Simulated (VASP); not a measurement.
## SiC: single point with r2SCAN

Crystal: SiC.

```
CELL_PARAMETERS angstrom
3.04674 0.00000 0.00000
-1.52337 2.63855 0.00000
0.00000 0.00000 9.97322
ATOMIC_POSITIONS crystal
Si 0.66667 0.33333 0.93783
Si 0.33333 0.66667 0.43783
Si 0.00000 0.00000 0.68792
Si 0.00000 0.00000 0.18792
C 0.66667 0.33333 0.74980
C 0.33333 0.66667 0.24980
C 0.00000 0.00000 0.50045
C 0.00000 0.00000 0.00045
```

* Program: VASP 6.6.1
* Task: single point
* Functional: r2SCAN
* Potentials or basis: VASP PAW PBE potentials, release 64 (Si, C)
* Cutoff: 520 eV
* k mesh: 12 × 12 × 4
* Occupations: gaussian, width 0.02 eV
* Spin: no spin polarisation

The pressure is 7.1 GPa, the largest force is 0.005 eV/Å and the band gap on the k mesh is 2.63 eV (least direct gap 3.81 eV).

Forces on the atoms (eV/Å):
```
Si   0.000  0.000 -0.005
Si   0.000  0.000 -0.005
Si   0.000  0.000 -0.002
Si   0.000  0.000 -0.002
C    0.000  0.000  0.005
C    0.000  0.000  0.005
C    0.000  0.000  0.002
C    0.000  0.000  0.002
```

Levels at points of the mesh, in eV from the valence-band top:
```tsv
k point	band 14	band 15	band 16	band 17	band 18	band 19
(0.00, 0.00, 0.00)	-0.05	0.00	0.00	5.95	6.54	7.20
(0.50, 0.00, 0.00)	-2.36	-1.66	-1.19	2.63	2.81	4.83
(0.00, 0.00, 0.50)	-0.22	-0.22	-0.22	6.16	6.16	7.68
(0.50, 0.00, 0.50)	-2.62	-1.65	-1.65	3.08	3.08	4.78
```

Run time: 2.6 min on 1 thread of Intel(R) Xeon(R) 6975P-C (Granite Rapids), on a shared host, peak memory 0.26 GiB.

Caveat: the cell stands under pressure; the PAW data sets were made with another functional, which shifts forces and pressure a little. A k mesh can miss the band edges.
